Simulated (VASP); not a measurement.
# Al4Fe3Co: single point with PBE

Crystal: Al4Fe3Co.

```
CELL_PARAMETERS angstrom
4.05987 0.00000 0.00000
0.00000 4.05987 0.00000
0.00000 0.00000 5.72586
ATOMIC_POSITIONS crystal
Al 0.00000 0.50000 0.75262
Al 0.00000 0.50000 0.24738
Al 0.50000 0.00000 0.75262
Al 0.50000 0.00000 0.24738
Co 0.50000 0.50000 0.00000
Fe 0.00000 0.00000 0.00000
Fe 0.00000 0.00000 0.50000
Fe 0.50000 0.50000 0.50000
```

```json
{
  "Program": "VASP 6.6.1",
  "Task": "single point",
  "Functional": "PBE",
  "Potentials or basis": "VASP PAW PBE potentials, release 64 (Al, Co, Fe)",
  "Cutoff": "520 eV",
  "k mesh": "4 × 4 × 4",
  "Occupations": "gaussian, width 0.1 eV",
  "Spin": "collinear spin, ferromagnetic start",
  "Starting moments": "[0.0, 0.0, 0.0, 0.0, 0.0, -0.7, -0.7, -0.7] μB"
}
```

```json
{
 "Pressure": "0.1 GPa",
 "Largest force": "0.051 eV/Å",
 "Net moment": "-2.02 μB per cell",
 "Site moments": "Al +0.02; Co +0.05; Fe -0.45, -1.02, -0.70 μB",
 "Valence electrons inside the program's atomic spheres": "Al 0.83; Co 8.43; Fe 7.46, 7.40, 7.41"
}
```

Forces in eV/Å, atoms in the order of the input:
```
Al   0.000  0.000  0.051
Al   0.000  0.000 -0.051
Al   0.000  0.000  0.051
Al   0.000  0.000 -0.051
Co   0.000  0.000  0.000
Fe   0.000  0.000  0.000
Fe   0.000  0.000  0.000
Fe   0.000  0.000  0.000
```

Stress tensor (GPa, compression positive):
```
-0.19  0.00  0.00
 0.00 -0.19  0.00
 0.00  0.00  0.76
```

Levels at points of the mesh, in eV from the Fermi level:
Spin up:
```
           k point  band 18  band 19  band 20  band 21  band 22  band 23  band 24  band 25  band 26  band 27
(0.00, 0.00, 0.00)    -0.07     0.28     0.28     0.53     0.56     0.71     0.99     1.28     2.95     2.95
(0.50, 0.00, 0.00)    -0.57    -0.48    -0.36    -0.12     0.04     0.23     0.35     1.05     1.46     2.30
(0.50, 0.50, 0.00)    -0.70    -0.50    -0.50    -0.45    -0.39     0.41     0.41     0.63     0.72     1.15
(0.00, 0.00, 0.50)    -0.14    -0.07     0.52     0.55     0.94     0.94     0.98     1.00     1.00     2.15
(0.50, 0.00, 0.50)    -0.77    -0.74    -0.57    -0.56    -0.55    -0.53    -0.50     3.43     3.58     3.71
(0.50, 0.50, 0.50)    -0.62    -0.47    -0.47    -0.33    -0.33     0.09     0.09     0.75     1.02     1.29
```
Spin down:
```tsv
k point	band 21	band 22	band 23	band 24	band 25	band 26	band 27	band 28
(0.00, 0.00, 0.00)	-0.23	0.35	0.40	0.44	0.83	2.89	2.89	2.91
(0.50, 0.00, 0.00)	-0.76	-0.73	-0.17	-0.15	0.81	0.95	2.21	2.29
(0.50, 0.50, 0.00)	-1.06	-0.94	-0.29	-0.29	0.34	0.40	0.77	0.83
(0.00, 0.00, 0.50)	0.35	0.43	0.60	0.60	0.77	0.77	2.09	2.14
(0.50, 0.00, 0.50)	-1.06	-1.00	-1.00	-0.94	3.37	3.38	3.49	3.53
(0.50, 0.50, 0.50)	-0.80	-0.80	-0.63	-0.63	0.69	0.69	0.75	0.82
```

Run time: 4.9 min on 1 thread of Intel Xeon 8259CL, on a shared host, peak memory 0.28 GiB.

Caveat: the k points lie up to 0.39 Å⁻¹ apart.
